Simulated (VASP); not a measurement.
# BaTiO3 (P4mm) in VASP: a series of runs

Runs on BaTiO3. Level: PBE+U. Tasks: single point.

All numbers are computed with VASP 6.6.1; they aren't measurements. Logs are shortened: lines on timing, memory, paths and dates and some standing lists are left out, and cuts for length are marked.

## (1) The cell of the first run

The structure is tetragonal, space group P4mm (No. 99). The conventional cell has a = 4.015 Å, b = 4.015 Å, c = 4.165 Å, α = 90.00°, β = 90.00°, γ = 90.00°. Within 3.7 Å of Ba (site symmetry 4mm) lie 12 O at 2.82 to 2.97 Å and 8 Ti at 3.49 to 3.56 Å. Within 2.4 Å of Ti (site symmetry 4mm) lie 6 O at 1.84 to 2.32 Å. O (site symmetry 2mm) has 2 Ti at 2.01 Å within 2.7 Å. O (site symmetry 4mm) has 2 Ti at 1.84 to 2.32 Å within 2.4 Å.

## (2) Single point, PBE+U

INCAR reads:

```
PREC = Accurate
ENCUT = 520
EDIFF = 1E-6
ISMEAR = 0
SIGMA = 0.02
LREAL = False
LASPH = True
NELM = 150
ALGO = Normal
ISIF = 2
LWAVE = False
LCHARG = False
LMAXMIX = 4
LDAU = True
LDAUTYPE = 2
LDAUL = -1 2 -1
LDAUU = 0 4 0
LDAUJ = 0 0 0
LDAUPRINT = 1
GGA = PE
NBANDS = 28
```

KPOINTS reads:

```
regular mesh
0
Gamma
  8 8 8
```

POSCAR reads:

```
BaTiO3
1.0
    4.0148827726      0.0000000000      0.0000000000
    0.0000000000      4.0148827726      0.0000000000
    0.0000000000      0.0000000000      4.1653628927
Ba Ti O
1 1 3
Direct
    0.5000000000      0.5000000000      0.5878190476
    0.0000000000      0.0000000000      0.1025579099
    0.0000000000      0.5000000000      0.0621182336
    0.5000000000      0.0000000000      0.0621182336
    0.0000000000      0.0000000000      0.5453835654
```

Potentials or basis: VASP PAW PBE potentials, release 64 (Ba_sv, Ti_sv, O).

On the command line:

```sh
$ cat potpaw_PBE.64/Ba_sv/POTCAR potpaw_PBE.64/Ti_sv/POTCAR potpaw_PBE.64/O/POTCAR > POTCAR
$ mpirun -np 1 vasp_std > vasp.out
```

OUTCAR:

```text
PREC = Accurate
   ENCUT = 520
   EDIFF = 1E-6
   ISMEAR = 0
   LREAL = False
   LASPH = True
   NELM = 150
   ISIF = 2
   GGA = PE

 ion  position               nearest neighbor table
   1  0.500  0.500  0.588-   3 2.82   4 2.82   4 2.82   3 2.82   5 2.84   5 2.84   5 2.84   5 2.84
                             3 2.97   4 2.97   3 2.97   4 2.97   2 3.49   2 3.49   2 3.49   2 3.49
   2  0.000  0.000  0.103-   5 1.84   4 2.01   3 2.01   3 2.01   4 2.01   5 2.32   1 3.49   1 3.49
                             1 3.49   1 3.49   1 3.56   1 3.56   1 3.56   1 3.56
   3  0.000  0.500  0.062-   2 2.01   2 2.01   1 2.82   1 2.82   1 2.97   1 2.97
   4  0.500  0.000  0.062-   2 2.01   2 2.01   1 2.82   1 2.82   1 2.97   1 2.97
   5  0.000  0.000  0.545-   2 1.84   2 2.32   1 2.84   1 2.84   1 2.84   1 2.84

  LATTYP: Found a simple tetragonal cell.
 ALAT       =     4.0148827726
 C/A-ratio  =     1.0374805763

  Lattice vectors:

 A1 = (   4.0148827726,   0.0000000000,   0.0000000000)
 A2 = (   0.0000000000,   4.0148827726,   0.0000000000)
 A3 = (   0.0000000000,   0.0000000000,   4.1653628927)

Analysis of symmetry for initial positions (statically):
=====================================================================
 Subroutine PRICEL returns:
 Original cell was already a primitive cell.

 Routine SETGRP: Setting up the symmetry group for a
 simple tetragonal supercell.

 Subroutine GETGRP returns: Found  8 space group operations
 (whereof  8 operations were pure point group operations)
 out of a pool of 16 trial point group operations.

The static configuration has the point symmetry C_4v.

Analysis of symmetry for dynamics (positions and initial velocities):
=====================================================================
 Subroutine PRICEL returns:
 Original cell was already a primitive cell.

 Routine SETGRP: Setting up the symmetry group for a
 simple tetragonal supercell.

 Subroutine GETGRP returns: Found  8 space group operations
 (whereof  8 operations were pure point group operations)
 out of a pool of 16 trial point group operations.

The dynamic configuration has the point symmetry C_4v.

 Subroutine INISYM returns: Found  8 space group operations
 (whereof  8 operations are pure point group operations),
 and found     1 'primitive' translations

----------------------------------------------------------------------------------------

                                     Primitive cell

  volume of cell :      67.1427

  direct lattice vectors                    reciprocal lattice vectors
     4.014882773  0.000000000  0.000000000     0.249073275  0.000000000  0.000000000
     0.000000000  4.014882773  0.000000000     0.000000000  0.249073275  0.000000000
     0.000000000  0.000000000  4.165362893     0.000000000  0.000000000  0.240075121

  length of vectors
     4.014882773  4.014882773  4.165362893     0.249073275  0.249073275  0.240075121

  position of ions in fractional coordinates (direct lattice)
     0.500000000  0.500000000  0.587819048
     0.000000000  0.000000000  0.102557910
     0.000000000  0.500000000  0.062118234
     0.500000000  0.000000000  0.062118234
     0.000000000  0.000000000  0.545383565

  ion indices of the primitive-cell ions
   primitive index   ion index
                 1           1
                 2           2
                 3           3
                 4           4
                 5           5

----------------------------------------------------------------------------------------

 KPOINTS: regular mesh

Automatic generation of k-mesh.
 Grid dimensions read from file:
 generate k-points for:    8    8    8

 Generating k-lattice:

  Cartesian coordinates                     Fractional coordinates (reciprocal lattice)
     0.031134159  0.000000000  0.000000000     0.125000000  0.000000000  0.000000000
[... 55 lines left out ...]
   LSORBIT =      F    spin-orbit coupling
   LASPH  =      T    aspherical Exc in radial PAW
   ENCUT  =  520.0 eV  38.22 Ry    6.18 a.u.   7.47  7.47  7.74*2*pi/ulx,y,z
   NELM   =    150;   NELMIN=  2; NELMDL= -5     # of ELM steps
   EDIFF  = 0.1E-05   stopping-criterion for ELM
   LREAL  =      F    real-space projection
   EDIFFG = 0.1E-04   stopping-criterion for IOM
   NSW    =      0    number of steps for IOM
   IBRION =     -1    ionic relax: 0-MD 1-quasi-New 2-CG
   NFREE  =      0    steps in history (QN), initial steepest desc. (CG)
   ISIF   =      2    stress and relaxation
   ISYM   =      2    0-nonsym 1-usesym 2-fastsym
   POTIM  = 0.5000    time-step for ionic-motion
   TEBEG  =    0.0;   TEEND  =   0.0 temperature during run
   PSTRESS=    0.0 pullay stress
   NELECT =      40.0000    total number of electrons
   NUPDOWN=      -1.0000    fix difference up-down
   EMIN   =  10.00;   EMAX   =-10.00  energy-range for DOS
   EFERMI =   0.00;   METHOD = LEGACY
   ISMEAR =     0;   SIGMA  =   0.02  broadening in eV -4-tet -1-fermi 0-gaus
   EFERMI_NEDOS =   21; number of points for ismear=-14 and -15
   IALGO  =     38    algorithm
   IMIX   =      4    mixing-type and parameters
     AMIX     =   0.40;   BMIX     =  1.00
     AMIX_MAG =   1.60;   BMIX_MAG =  1.00
  volume/ion in A,a.u.               =      13.43        90.62
  Fermi-wavevector in a.u.,A,eV,Ry     =   1.377512  2.603120 25.817579  1.897539
  Thomas-Fermi vector in A             =   2.502658
   LORBIT       =      0    0 simple, 1 ext, 2 COOP (PROOUT), +10 PAW based schemes
 LDA+U is selected, type is set to LDAUTYPE =  2
   angular momentum for each species LDAUL =    -1    2   -1
   U (eV)           for each species LDAUU =   0.0  4.0  0.0
   J (eV)           for each species LDAUJ =   0.0  0.0  0.0
   GGA     = PE    functional components
   LHFCALC =     F    Hartree Fock is set to
   AEXX    =    0.0000 exact exchange contribution
   IVDW    =     0    specifies the selected vdW correction
   LEPSILON=     F    determine dielectric tensor
   LRPA    =     F    only Hartree local field effects (RPA)
 non-spin polarized calculation
 Gauss-broadening in eV      SIGMA  =   0.02
  energy-cutoff  :      520.00
  volume of cell :       67.14
 maximum number of plane-waves:      1836
 NGX is ok and might be reduce to    30
   NGX = 15   NGY = 15   NGZ = 15

atom =   2  type =  2  l = 2

 onsite density matrix

spin component  1

  0.1004  0.0000  0.0000  0.0000 -0.0000
  0.0000  0.1136 -0.0000 -0.0000 -0.0000
  0.0000 -0.0000  0.2476 -0.0000  0.0000
  0.0000 -0.0000 -0.0000  0.1136  0.0000
 -0.0000 -0.0000  0.0000  0.0000  0.2297

spin component  2

  0.1004  0.0000  0.0000  0.0000 -0.0000
  0.0000  0.1136 -0.0000 -0.0000 -0.0000
  0.0000 -0.0000  0.2476 -0.0000  0.0000
  0.0000 -0.0000 -0.0000  0.1136  0.0000
 -0.0000 -0.0000  0.0000  0.0000  0.2297

 occupancies and eigenvectors

  o =  0.1004  v =  1.0000  0.0000  0.0000  0.0000  0.0000  0.0000  0.0000  0.0000  0.0000  0.0000      0.0000  0.0000  0.0000  0.0000  0.0000  0.0000  0.0000  0.0000  0.0000  0.0000
  o =  0.1004  v =  0.0000  0.0000  0.0000  0.0000  0.0000  1.0000  0.0000  0.0000  0.0000  0.0000      0.0000  0.0000  0.0000  0.0000  0.0000  0.0000  0.0000  0.0000  0.0000  0.0000
  o =  0.1136  v =  0.0000 -1.0000 -0.0000 -0.0001  0.0000  0.0000  0.0000  0.0000  0.0000  0.0000      0.0000  0.0000  0.0000  0.0000  0.0000  0.0000  0.0000  0.0000  0.0000  0.0000
  o =  0.1136  v =  0.0000  0.0000  0.0000  0.0000  0.0000  0.0000 -1.0000 -0.0000 -0.0001  0.0000      0.0000  0.0000  0.0000  0.0000  0.0000  0.0000  0.0000  0.0000  0.0000  0.0000
  o =  0.1136  v =  0.0000 -0.0001 -0.0000  1.0000 -0.0000  0.0000  0.0000  0.0000  0.0000  0.0000      0.0000  0.0000  0.0000  0.0000  0.0000  0.0000  0.0000  0.0000  0.0000  0.0000
  o =  0.1136  v =  0.0000  0.0000  0.0000  0.0000  0.0000  0.0000 -0.0001 -0.0000  1.0000 -0.0000      0.0000  0.0000  0.0000  0.0000  0.0000  0.0000  0.0000  0.0000  0.0000  0.0000
  o =  0.2297  v =  0.0000  0.0000  0.0000  0.0000  0.0000  0.0000 -0.0000 -0.0000 -0.0000 -1.0000      0.0000  0.0000  0.0000  0.0000  0.0000  0.0000  0.0000  0.0000  0.0000  0.0000
  o =  0.2297  v =  0.0000 -0.0000 -0.0000 -0.0000 -1.0000  0.0000  0.0000  0.0000  0.0000  0.0000      0.0000  0.0000  0.0000  0.0000  0.0000  0.0000  0.0000  0.0000  0.0000  0.0000
  o =  0.2476  v =  0.0000  0.0000  0.0000  0.0000  0.0000  0.0000 -0.0000  1.0000  0.0000 -0.0000      0.0000  0.0000  0.0000  0.0000  0.0000  0.0000  0.0000  0.0000  0.0000  0.0000
  o =  0.2476  v =  0.0000 -0.0000  1.0000  0.0000 -0.0000  0.0000  0.0000  0.0000  0.0000  0.0000      0.0000  0.0000  0.0000  0.0000  0.0000  0.0000  0.0000  0.0000  0.0000  0.0000

 number of electron      39.9999982 magnetization

 Free energy of the ion-electron system (eV)
  ---------------------------------------------------
  ext. energy  EPLUGINS =         0.00000000
  ---------------------------------------------------
  free energy    TOTEN  =       -37.30917542 eV

  energy without entropy =      -37.30917542  energy(sigma->0) =      -37.30917542

 E-fermi :   3.9716     XC(G=0): -11.0082

 val. band max:        3.7682374592   @ k =   0.5000   0.5000   0.5000
 cond. band min:       6.0006606026   @ k =   0.0000   0.0000   0.0000
 fundamental gap:      2.2324231433
 Fermi energy:         3.9715856904

 k-point     1 :       0.0000    0.0000    0.0000
  band No.  band energies     occupation
      1     -54.0347      2.00000
      2     -30.2680      2.00000
      3     -30.1798      2.00000
      4     -30.1798      2.00000
      5     -21.3547      2.00000
      6     -13.2246      2.00000
[... 733 lines left out ...]
     27      11.3149      0.00000
     28      12.1125      0.00000

 [... further k-points ...]

------------------------ aborting loop because EDIFF is reached ----------------------------------------

  FORCE on cell =-STRESS in cart. coord.  units (eV):
  Direction    XX          YY          ZZ          XY          YZ          ZX
  --------------------------------------------------------------------------------------
  -------------------------------------------------------------------------------------
  Total        0.9212163      0.9212163      1.2021116      0.0000000      0.0000000      0.0000000
  in kB       21.9823245     21.9823245     28.6851268      0.0000000      0.0000000      0.0000000
  external PRESSURE =      24.2165919 kB  Pullay stress =       0.0000000 kB

 VOLUME and BASIS-vectors are now :
 -----------------------------------------------------------------------------
  energy-cutoff  :      520.00
  volume of cell :       67.14
      direct lattice vectors                 reciprocal lattice vectors
     4.014882773  0.000000000  0.000000000     0.249073275  0.000000000  0.000000000
     0.000000000  4.014882773  0.000000000     0.000000000  0.249073275  0.000000000
     0.000000000  0.000000000  4.165362893     0.000000000  0.000000000  0.240075121

 POSITION                                       TOTAL-FORCE (eV/Angst)
 -----------------------------------------------------------------------------------
      2.00744      2.00744      2.44848        -0.000000     -0.000000     -0.048625
      0.00000      0.00000      0.42719        -0.000000      0.000000     -0.598114
      0.00000      2.00744      0.25874        -0.000000      0.000000      0.018350
      2.00744      0.00000      0.25874         0.000000      0.000000      0.018350
      0.00000      0.00000      2.27172        -0.000000      0.000000      0.610039
 -----------------------------------------------------------------------------------
    total drift:                                0.000000     -0.000000     -0.000233

  FREE ENERGIE OF THE ION-ELECTRON SYSTEM (eV)
  ---------------------------------------------------
  free  energy   TOTEN  =       -37.3091754165 eV

  energy  without entropy=      -37.3091754165  energy(sigma->0) =      -37.30917542
```

Run time: 2.5 min. Hardware: 1 thread of Intel Xeon Platinum 8259CL at 2.50GHz (Skylake/Cascade Lake), shared host; peak memory 0.27 GiB.

Results:

```
Free energy            : -37.3092 eV
Pressure               : 2.4 GPa
Largest force          : 0.610 eV/Å
Band gap on the k mesh : 2.23 eV, indirect (least direct gap 2.74 eV)
```

Forces in eV/Å, atoms in the order of the input:
```
Ba   0.000  0.000 -0.049
Ti   0.000  0.000 -0.598
O    0.000  0.000  0.018
O    0.000  0.000  0.018
O    0.000  0.000  0.610
```

Levels at points of the mesh, in eV from the valence-band top:
| k point | band 16 | band 17 | band 18 | band 19 | band 20 | band 21 | band 22 | band 23 | band 24 | band 25 |
| --- | --- | --- | --- | --- | --- | --- | --- | --- | --- | --- |
| (0.00, 0.00, 0.00) | -1.48 | -1.24 | -0.74 | -0.51 | -0.51 | 2.23 | 2.60 | 2.60 | 3.92 | 4.00 |
| (0.50, 0.00, 0.00) | -1.95 | -1.82 | -1.66 | -1.37 | -1.20 | 2.72 | 3.80 | 3.84 | 3.92 | 5.41 |
| (0.50, 0.50, 0.00) | -2.78 | -2.07 | -1.10 | -1.10 | -0.07 | 3.88 | 3.88 | 4.09 | 4.28 | 7.32 |
| (0.00, 0.00, 0.50) | -1.97 | -1.97 | -1.94 | -0.79 | -0.79 | 2.38 | 3.76 | 3.76 | 3.92 | 5.63 |
| (0.50, 0.00, 0.50) | -2.51 | -1.96 | -1.11 | -1.05 | -0.39 | 3.78 | 3.85 | 4.10 | 4.63 | 6.98 |
| (0.50, 0.50, 0.50) | -2.48 | -2.48 | -0.32 | -0.32 | 0.00 | 4.33 | 4.33 | 4.45 | 5.97 | 6.32 |

Eigenvalues of the final occupation matrices:
```csv
site,spin,trace,eigenvalues
site 2 d,1,0.80,0.10 0.11 0.11 0.23 0.25
site 2 d,2,0.80,0.10 0.11 0.11 0.23 0.25
```

Caveat: spin-orbit coupling is left out, which moves the levels of the heavy elements. A k mesh can miss the band edges.

## (3) Single point, PBE+U

INCAR reads:

```
SYSTEM = BaTiO3
  PREC = Accurate
  ENCUT = 520
  EDIFF = 1E-7
  ISMEAR = 0
  SIGMA = 0.02
  LREAL = .FALSE.
  LASPH = .TRUE.
  NELM = 150
  ALGO = Normal
  ISIF = 2
  LWAVE = .FALSE.
  LCHARG = .FALSE.
  LMAXMIX = 4
  LDAU = .TRUE.
  LDAUTYPE = 2
  LDAUL = -1 2 -1
  LDAUU = 0 4 0
  LDAUJ = 0 0 0
  LDAUPRINT = 1
  GGA = PE
  NBANDS = 28
```

KPOINTS reads:

```
Automatic mesh
0
G
  8 8 8
  0 0 0
```

POSCAR reads:

```
BaTiO3
1.0
    4.0148827932      0.0000000000      0.0000000000
    0.0000000000      4.0148827932      0.0000000000
    0.0000000000      0.0000000000      4.1653628576
Ba Ti O
1 1 3
Direct
    0.5000000000      0.5000000000      0.5878190418
    0.0000000000      0.0000000000      0.1025579114
    0.0000000000      0.5000000000      0.0621182352
    0.5000000000      0.0000000000      0.0621182352
    0.0000000000      0.0000000000      0.5453835664
```

Potentials or basis: VASP PAW PBE potentials, release 64 (Ba_sv, Ti_sv, O).

On the command line:

```sh
$ cat potpaw_PBE.64/Ba_sv/POTCAR potpaw_PBE.64/Ti_sv/POTCAR potpaw_PBE.64/O/POTCAR > POTCAR
$ mpirun -np 1 vasp_std > vasp.out
```

It took 65 s on 1 thread of Intel Xeon 6975P-C (Granite Rapids), shared host; peak memory 0.27 GiB.

It converged, with:

```
Free energy            : -37.3092 eV
Pressure               : 2.4 GPa
Largest force          : 0.611 eV/Å
Band gap on the k mesh : 2.23 eV, indirect (least direct gap 2.75 eV)
```

Forces on the atoms (eV/Å):
```
Ba   0.000  0.000 -0.049
Ti   0.000  0.000 -0.599
O    0.000  0.000  0.018
O    0.000  0.000  0.018
O    0.000  0.000  0.611
```

Stress tensor (GPa, compression positive):
```
2.16 0.00 0.00
0.00 2.16 0.00
0.00 0.00 2.83
```

Levels at points of the mesh, in eV from the valence-band top:
| k point | band 16 | band 17 | band 18 | band 19 | band 20 | band 21 | band 22 | band 23 | band 24 | band 25 |
| --- | --- | --- | --- | --- | --- | --- | --- | --- | --- | --- |
| (0.00, 0.00, 0.00) | -1.48 | -1.24 | -0.74 | -0.51 | -0.51 | 2.23 | 2.60 | 2.60 | 3.93 | 4.00 |
| (0.50, 0.00, 0.00) | -1.95 | -1.82 | -1.66 | -1.37 | -1.20 | 2.72 | 3.80 | 3.84 | 3.92 | 5.41 |
| (0.50, 0.50, 0.00) | -2.78 | -2.07 | -1.10 | -1.10 | -0.07 | 3.88 | 3.88 | 4.09 | 4.29 | 7.33 |
| (0.00, 0.00, 0.50) | -1.97 | -1.97 | -1.94 | -0.79 | -0.79 | 2.39 | 3.77 | 3.77 | 3.92 | 5.63 |
| (0.50, 0.00, 0.50) | -2.51 | -1.96 | -1.11 | -1.05 | -0.39 | 3.79 | 3.85 | 4.11 | 4.63 | 6.99 |
| (0.50, 0.50, 0.50) | -2.48 | -2.48 | -0.32 | -0.32 | 0.00 | 4.33 | 4.33 | 4.45 | 5.97 | 6.32 |

Eigenvalues of the final occupation matrices:
| site | spin | trace | eigenvalues |
| --- | --- | --- | --- |
| site 2 d | 1 | 0.80 | 0.10 0.11 0.11 0.23 0.25 |
| site 2 d | 2 | 0.80 | 0.10 0.11 0.11 0.23 0.25 |

Caveat: spin-orbit coupling is left out, which moves the levels of the heavy elements.
